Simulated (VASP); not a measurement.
A run of VASP 6.6.1:

The input INCAR:

```
SYSTEM = Ag3TeF
PREC     = Accurate       ! precision mode
ENCUT    = 520            ! plane-wave cutoff, eV
EDIFF    = 1E-7           ! SCF threshold, eV
ISMEAR   = 0              ! smearing method
SIGMA    = 0.05           ! smearing width, eV
LREAL    = .FALSE.        ! projectors in reciprocal space
LASPH    = .TRUE.         ! aspherical terms in the spheres
NELM     = 80             ! most SCF steps
ALGO     = Normal         ! electronic algorithm
ISIF     = 2              ! what is computed and relaxed
LWAVE    = .FALSE.        ! write WAVECAR
LCHARG   = .TRUE.         ! write CHGCAR
GGA      = PE             ! functional
LELF     = .TRUE.         ! ELF
LVHAR    = .TRUE.       
NBANDS   = 31             ! bands
```

File KPOINTS:

```
regular mesh
0
G
  4 4 4
  0 0 0
```

Contents of POSCAR:

```
Ag3TeF
1.0
    4.9600000000      0.0000000000      0.0000000000
    0.0000000000      4.9600000000      0.0000000000
    0.0000000000      0.0000000000      4.9600000000
Te F Ag
1 1 3
Direct
    0.0000000000      0.0000000000      0.0000000000
    0.5000000000      0.5000000000      0.5000000000
    0.5000000000      0.5000000000      0.0000000000
    0.5000000000      0.0000000000      0.5000000000
    0.0000000000      0.5000000000      0.5000000000
```

Potentials or basis: VASP PAW PBE potentials, release 64 (Te, F, Ag).

Run with:

```sh
$ cat potpaw_PBE.64/Te/POTCAR potpaw_PBE.64/F/POTCAR potpaw_PBE.64/Ag/POTCAR > POTCAR
$ mpirun -np 1 vasp_std > vasp.out
```

Hardware: 1 thread of Intel(R) Xeon(R) Platinum 8259CL CPU @ 2.50GHz (Skylake/Cascade Lake), with other jobs on the host.

Estimate the wall time of this run.

It took 50 s on 1 thread of Intel(R) Xeon(R) Platinum 8259CL CPU @ 2.50GHz (Skylake/Cascade Lake) (shared host), peak memory 0.25 GiB. Counts: scf iterations 14, k points 10.
